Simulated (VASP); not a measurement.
Here is a VASP 6.6.1 calculation.

Contents of INCAR:

```
SYSTEM = RbBr
  PREC = Accurate
  ENCUT = 600
  EDIFF = 1E-6
  ISMEAR = -1
  SIGMA = 0.05
  LREAL = .FALSE.
  LASPH = .TRUE.
  NELM = 100
  ALGO = Normal
  ISIF = 3
  LWAVE = .FALSE.
  LCHARG = .FALSE.
  GGA = PE
  IBRION = 2
  NSW = 100
  EDIFFG = -0.005
```

The input KPOINTS:

```
regular mesh
0
G
  10 10 6
  0 0 0
```

Contents of POSCAR:

```
RbBr
1.0
    4.5558582445      0.0000000000      0.0000000000
   -2.2779291223      3.9454889758      0.0000000000
    0.0000000000      0.0000000000      7.4260489385
Rb Br
2 2
Direct
    0.3333333333      0.6666666667      0.0000000000
    0.6666666667      0.3333333333      0.5000000000
    0.3333333333      0.6666666667      0.3760000000
    0.6666666667      0.3333333333      0.8760000000
```

Potentials or basis: VASP PAW PBE potentials, release 64 (Rb_sv, Br).

The run is started by

```bash
$ cat potpaw_PBE.64/Rb_sv/POTCAR potpaw_PBE.64/Br/POTCAR > POTCAR
$ mpirun -np 1 vasp_std > vasp.out
```

Problem. Predict the space group after relaxing (to 0.1 Å).

Solution. P6_3/mmc (No. 194).

Problem. What does it give for the relaxed volume?

Solution. 53.19 Å³/atom.

Problem. Predict the relaxed cell.

Solution. a = 5.942 Å, b = 5.942 Å, c = 6.957 Å, α = 90.00°, β = 90.00°, γ = 120.00°.

Problem. What does it give for the band gap on the k mesh?

Solution. 4.02 eV.

Final structure:
```
Rb Br
1.0
     5.94225    0.00000    0.00000
    -2.97112    5.14614    0.00000
     0.00000    0.00000    6.95717
Rb Br
2 2
Direct
  0.33333 0.66667 0.93792
  0.66667 0.33333 0.43792
  0.33333 0.66667 0.43808
  0.66667 0.33333 0.93808
```

Caveat: the volume moved by over 15 % at a fixed basis, so the end points are rough. A k mesh can miss the band edges.
